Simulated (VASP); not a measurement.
# Bi (Im-3m) in VASP: notebook

Bi is run at these levels: PBEsol; tasks: single point, relaxation of cell and atoms.

Program: VASP 6.6.1. These are calculated values, not measurements. Logs are shortened: lines on timing, memory, paths and dates and some standing lists are left out, and cuts for length are marked.

### 1 The cell of the first run

Symmetry: Im-3m, No. 229, cubic system. The conventional cell has a = 3.990 Å, b = 3.990 Å, c = 3.990 Å, α = 90.00°, β = 90.00°, γ = 90.00°. Bi (site symmetry m-3m) has 14 Bi at 3.46 to 3.99 Å within 4.5 Å.

This isn't the form of Bi at room conditions, which is rhombohedral.

### 2 Single point, PBEsol (31.77 Å³/atom)

Input file INCAR:

```
SYSTEM = Bi
PREC = Accurate ; ENCUT = 520
EDIFF = 1E-7 ; ISMEAR = 0
SIGMA = 0.1 ; LREAL = .FALSE.
LASPH = .TRUE. ; NELM = 80
ALGO = Normal ; ISIF = 2
LWAVE = .FALSE. ; LCHARG = .FALSE.
GGA = PS ; NBANDS = 14
```

Input file KPOINTS:

```
regular mesh
0
G
  16 16 16
  0 0 0
```

Input file POSCAR:

```
Bi
1.0
   -1.9952012033      1.9952012033      1.9952012033
    1.9952012033     -1.9952012033      1.9952012033
    1.9952012033      1.9952012033     -1.9952012033
Bi
1
Direct
    0.0000000000      0.0000000000      0.0000000000
```

Potentials or basis: VASP PAW PBE potentials, release 64 (Bi_d).

Command:

```
$ cat potpaw_PBE.64/Bi_d/POTCAR > POTCAR
$ mpirun -np 1 vasp_std > vasp.out
```

OUTCAR:

```text
SYSTEM = Bi
   PREC = Accurate
   ENCUT = 520
   EDIFF = 1E-7
   ISMEAR = 0
   LREAL = .FALSE.
   LASPH = .TRUE.
   NELM = 80
   ISIF = 2
   GGA = PS

 ion  position               nearest neighbor table
   1  0.000  0.000  0.000-

  LATTYP: Found a body centered cubic cell.
 ALAT       =     3.9904024066

  Lattice vectors:

 A1 = (  -1.9952012033,   1.9952012033,   1.9952012033)
 A2 = (   1.9952012033,  -1.9952012033,   1.9952012033)
 A3 = (   1.9952012033,   1.9952012033,  -1.9952012033)

Analysis of symmetry for initial positions (statically):
=====================================================================
 Subroutine PRICEL returns:
 Original cell was already a primitive cell.

 Routine SETGRP: Setting up the symmetry group for a
 body centered cubic supercell.

 Subroutine GETGRP returns: Found 48 space group operations
 (whereof 48 operations were pure point group operations)
 out of a pool of 48 trial point group operations.

The static configuration has the point symmetry O_h .

Analysis of symmetry for dynamics (positions and initial velocities):
=====================================================================
 Subroutine PRICEL returns:
 Original cell was already a primitive cell.

 Routine SETGRP: Setting up the symmetry group for a
 body centered cubic supercell.

 Subroutine GETGRP returns: Found 48 space group operations
 (whereof 48 operations were pure point group operations)
 out of a pool of 48 trial point group operations.

The dynamic configuration has the point symmetry O_h .

 Subroutine INISYM returns: Found 48 space group operations
 (whereof 48 operations are pure point group operations),
 and found     1 'primitive' translations

----------------------------------------------------------------------------------------

                                     Primitive cell

  volume of cell :      31.7702

  direct lattice vectors                    reciprocal lattice vectors
    -1.995201203  1.995201203  1.995201203     0.000000000  0.250601292  0.250601292
     1.995201203 -1.995201203  1.995201203     0.250601292  0.000000000  0.250601292
     1.995201203  1.995201203 -1.995201203     0.250601292  0.250601292  0.000000000

  length of vectors
     3.455789855  3.455789855  3.455789855     0.354403746  0.354403746  0.354403746

  position of ions in fractional coordinates (direct lattice)
     0.000000000  0.000000000  0.000000000

  ion indices of the primitive-cell ions
   primitive index   ion index
                 1           1

----------------------------------------------------------------------------------------

 KPOINTS: regular mesh

Automatic generation of k-mesh.
 Grid dimensions read from file:
 generate k-points for:   16   16   16

 Generating k-lattice:

  Cartesian coordinates                     Fractional coordinates (reciprocal lattice)
     0.000000000  0.015662581  0.015662581     0.062500000  0.000000000  0.000000000
     0.015662581  0.000000000  0.015662581     0.000000000  0.062500000  0.000000000
     0.015662581  0.015662581  0.000000000     0.000000000  0.000000000  0.062500000

  Length of vectors
     0.022150234  0.022150234  0.022150234

  Shift w.r.t. Gamma in fractional coordinates (k-lattice)
     0.000000000  0.000000000  0.000000000

 Subroutine IBZKPT returns following result:
 ===========================================

 Found    145 irreducible k-points:

 Following reciprocal coordinates:
            Coordinates               Weight
  0.000000  0.000000  0.000000      1.000000
  0.062500  0.000000  0.000000     12.000000
  0.125000  0.000000  0.000000     12.000000
  0.187500  0.000000  0.000000     12.000000
  0.250000  0.000000  0.000000     12.000000
  0.312500  0.000000  0.000000     12.000000
[... 16 lines left out ...]
  0.187500  0.187500  0.000000     24.000000
  0.250000  0.187500 -0.000000     48.000000
 [... further k-points ...]
   k-points           NKPTS =    145   k-points in BZ     NKDIM =    145   number of bands    NBANDS=     14
   number of dos      NEDOS =    301   number of ions     NIONS =      1
   total plane-waves  NPLWV =  21952
   dimension x,y,z NGX =    28 NGY =   28 NGZ =   28
   dimension x,y,z NGXF=    56 NGYF=   56 NGZF=   56
   ions per type =               1
   NGX,Y,Z   is equivalent  to a cutoff of  13.47, 13.47, 13.47 a.u.
   NGXF,Y,Z  is equivalent  to a cutoff of  26.94, 26.94, 26.94 a.u.
 SYSTEM =  Bi
   PREC   = accura    normal or accurate (medium, high low for compatibility)
   ISTART =      0    job   : 0-new  1-cont  2-samecut
   ICHARG =      2    charge: 1-file 2-atom 10-const
   ISPIN  =      1    spin polarized calculation?
   LNONCOLLINEAR =      F non collinear calculations
   LSORBIT =      F    spin-orbit coupling
   LASPH  =      T    aspherical Exc in radial PAW
   ENCUT  =  520.0 eV  38.22 Ry    6.18 a.u.   6.43  6.43  6.43*2*pi/ulx,y,z
   NELM   =     80;   NELMIN=  2; NELMDL= -5     # of ELM steps
   EDIFF  = 0.1E-06   stopping-criterion for ELM
   LREAL  =      F    real-space projection
   EDIFFG = 0.1E-05   stopping-criterion for IOM
   NSW    =      0    number of steps for IOM
   IBRION =     -1    ionic relax: 0-MD 1-quasi-New 2-CG
   NFREE  =      0    steps in history (QN), initial steepest desc. (CG)
   ISIF   =      2    stress and relaxation
   ISYM   =      2    0-nonsym 1-usesym 2-fastsym
   POTIM  = 0.5000    time-step for ionic-motion
   TEBEG  =    0.0;   TEEND  =   0.0 temperature during run
   PSTRESS=    0.0 pullay stress
   NELECT =      15.0000    total number of electrons
   NUPDOWN=      -1.0000    fix difference up-down
   EMIN   =  10.00;   EMAX   =-10.00  energy-range for DOS
   EFERMI =   0.00;   METHOD = LEGACY
   ISMEAR =     0;   SIGMA  =   0.10  broadening in eV -4-tet -1-fermi 0-gaus
   EFERMI_NEDOS =   21; number of points for ismear=-14 and -15
   IALGO  =     38    algorithm
   IMIX   =      4    mixing-type and parameters
     AMIX     =   0.40;   BMIX     =  1.00
     AMIX_MAG =   1.60;   BMIX_MAG =  1.00
  volume/ion in A,a.u.               =      31.77       214.40
  Fermi-wavevector in a.u.,A,eV,Ry     =   1.274770  2.408966 22.109997  1.625039
  Thomas-Fermi vector in A             =   2.407520
   LORBIT       =      0    0 simple, 1 ext, 2 COOP (PROOUT), +10 PAW based schemes
   GGA     = PS    functional components
   LHFCALC =     F    Hartree Fock is set to
   AEXX    =    0.0000 exact exchange contribution
   IVDW    =     0    specifies the selected vdW correction
   LEPSILON=     F    determine dielectric tensor
   LRPA    =     F    only Hartree local field effects (RPA)
 non-spin polarized calculation
 Gauss-broadening in eV      SIGMA  =   0.10
  energy-cutoff  :      520.00
  volume of cell :       31.77
 maximum number of plane-waves:       887
 NGX is ok and might be reduce to    28
   NGX = 13   NGY = 13   NGZ = 13

 number of electron      15.0000000 magnetization

 Free energy of the ion-electron system (eV)
  ---------------------------------------------------
  ext. energy  EPLUGINS =         0.00000000
  ---------------------------------------------------
  free energy    TOTEN  =        -4.20212602 eV

  energy without entropy =       -4.19744630  energy(sigma->0) =       -4.19978616

 E-fermi :   7.4624     XC(G=0): -10.3409

 val. band max:        7.4549461380   @ k =  -0.4375   0.5000   0.1250
 cond. band min:       7.4667485170   @ k =   0.1875   0.0625   0.0000
 fundamental gap:      0.0118023790
 Fermi energy:         7.4623695579

 k-point     1 :       0.0000    0.0000    0.0000
  band No.  band energies     occupation
      1     -15.4442      2.00000
      2     -15.4442      2.00000
      3     -15.4442      2.00000
      4     -15.3231      2.00000
      5     -15.3231      2.00000
      6      -5.9006      2.00000
      7      12.4590      0.00000
      8      12.4590      0.00000
      9      12.4590      0.00000
     10      16.3253      0.00000
     11      17.9589      0.00000
     12      17.9589      0.00000
     13      17.9589      0.00000
     14      19.0528      0.00000

 k-point     2 :       0.0625    0.0000    0.0000
  band No.  band energies     occupation
      1     -15.4456      2.00000
      2     -15.4417      2.00000
      3     -15.4368      2.00000
      4     -15.3248      2.00000
      5     -15.3234      2.00000
      6      -5.8311      2.00000
      7      11.6792      0.00000
      8      12.2429      0.00000
      9      12.3977      0.00000
     10      16.7781      0.00000
     11      17.3407      0.00000
     12      17.5163      0.00000
     13      17.8267      0.00000
     14      19.3620      0.00000

 k-point     3 :       0.1250    0.0000    0.0000
  band No.  band energies     occupation
      1     -15.4496      2.00000
      2     -15.4349      2.00000
      3     -15.4156      2.00000
      4     -15.3293      2.00000
      5     -15.3241      2.00000
      6      -5.6242      2.00000
      7      10.1120      0.00000
      8      11.7048      0.00000
      9      12.2196      0.00000
     10      16.0136      0.00000
     11      16.8731      0.00000
     12      17.6664      0.00000
     13      18.1654      0.00000
     14      20.1468      0.00000

 k-point     4 :       0.1875    0.0000    0.0000
  band No.  band energies     occupation
      1     -15.4556      2.00000
      2     -15.4261      2.00000
      3     -15.3837      2.00000
      4     -15.3349      2.00000
      5     -15.3253      2.00000
      6      -5.2850      2.00000
      7       8.3864      0.00000
      8      11.0381      0.00000
      9      11.9498      0.00000
     10      15.1680      0.00000
     11      16.3021      0.00000
     12      17.7013      0.00000
     13      18.9279      0.00000
     14      21.3004      0.00000

 k-point     5 :       0.2500    0.0000    0.0000
  band No.  band energies     occupation
      1     -15.4627      2.00000
      2     -15.4187      2.00000
      3     -15.3458      2.00000
      4     -15.3389      2.00000
      5     -15.3267      2.00000
      6      -4.8255      2.00000
      7       6.7011      2.00000
      8      10.3816      0.00000
      9      11.6364      0.00000
     10      14.4970      0.00000
     11      15.8324      0.00000
[... 276 lines left out ...]
 k-point    22 :       0.4375    0.1250    0.0000
  band No.  band energies     occupation
      1     -15.4686      2.00000
      2     -15.4110      2.00000
      3     -15.3350      2.00000
      4     -15.3302      2.00000
      5     -15.2566      2.00000
      6      -2.8511      2.00000
      7       2.7828      2.00000
      8       7.7014      0.00072
      9      10.2057      0.00000
     10      14.3942      0.00000
     11      16.7338      0.00000
     12      19.0592      0.00000
     13      20.1935      0.00000
     14      24.8378      0.00000

 k-point    23 :       0.1875    0.1875    0.0000
  band No.  band energies     occupation
      1     -15.4534      2.00000
      2     -15.4140      2.00000
      3     -15.3439      2.00000
      4     -15.3327      2.00000
      5     -15.3087      2.00000
      6      -4.1513      2.00000
      7       5.5156      2.00000
      8       8.2523      0.00000
      9      10.6509      0.00000
     10      15.4464      0.00000
     11      16.3944      0.00000
     12      18.9403      0.00000
     13      19.9819      0.00000
     14      21.6978      0.00000

 k-point    24 :       0.2500    0.1875   -0.0000
  band No.  band energies     occupation
      1     -15.4552      2.00000
      2     -15.4051      2.00000
      3     -15.3419      2.00000
      4     -15.3355      2.00000
      5     -15.2895      2.00000
      6      -3.6128      2.00000
      7       4.5393      2.00000
      8       7.3871      1.71280
      9      10.3369      0.00000
     10      15.2988      0.00000
     11      16.7758      0.00000
     12      19.0247      0.00000
     13      21.0847      0.00000
     14      21.5469      0.00000

 [... further k-points ...]

------------------------ aborting loop because EDIFF is reached ----------------------------------------

  FORCE on cell =-STRESS in cart. coord.  units (eV):
  Direction    XX          YY          ZZ          XY          YZ          ZX
  --------------------------------------------------------------------------------------
  -------------------------------------------------------------------------------------
  Total       -0.6038318     -0.6038318     -0.6038318      0.0000000     -0.0000000      0.0000000
  in kB      -30.4513466    -30.4513466    -30.4513466      0.0000000     -0.0000000      0.0000000
  external PRESSURE =     -30.4513466 kB  Pullay stress =       0.0000000 kB

 VOLUME and BASIS-vectors are now :
 -----------------------------------------------------------------------------
  energy-cutoff  :      520.00
  volume of cell :       31.77
      direct lattice vectors                 reciprocal lattice vectors
    -1.995201203  1.995201203  1.995201203     0.000000000  0.250601292  0.250601292
     1.995201203 -1.995201203  1.995201203     0.250601292  0.000000000  0.250601292
     1.995201203  1.995201203 -1.995201203     0.250601292  0.250601292  0.000000000

 POSITION                                       TOTAL-FORCE (eV/Angst)
 -----------------------------------------------------------------------------------
      0.00000      0.00000      0.00000        -0.000000      0.000000     -0.000000
 -----------------------------------------------------------------------------------
    total drift:                               -0.000000     -0.000000     -0.000000

  FREE ENERGIE OF THE ION-ELECTRON SYSTEM (eV)
  ---------------------------------------------------
  free  energy   TOTEN  =        -4.2021260157 eV

  energy  without entropy=       -4.1974463002  energy(sigma->0) =       -4.19978616
```

Wall time 62 s (1 thread of Intel Xeon 8259CL, shared host); peak memory 0.19 GiB.

What came out:

| Item | Value |
| --- | --- |
| Free energy | -4.2021 eV |
| Pressure | -3.0 GPa |
| Band gap on the k mesh | zero (an odd number of electrons rules out a gap without spin polarisation) |

Caveat: the cell stands under tension; the PAW data sets were made with another functional, which shifts forces and pressure a little; spin-orbit coupling is left out, which moves the levels of the heavy elements.

[end of part 1 of 2]
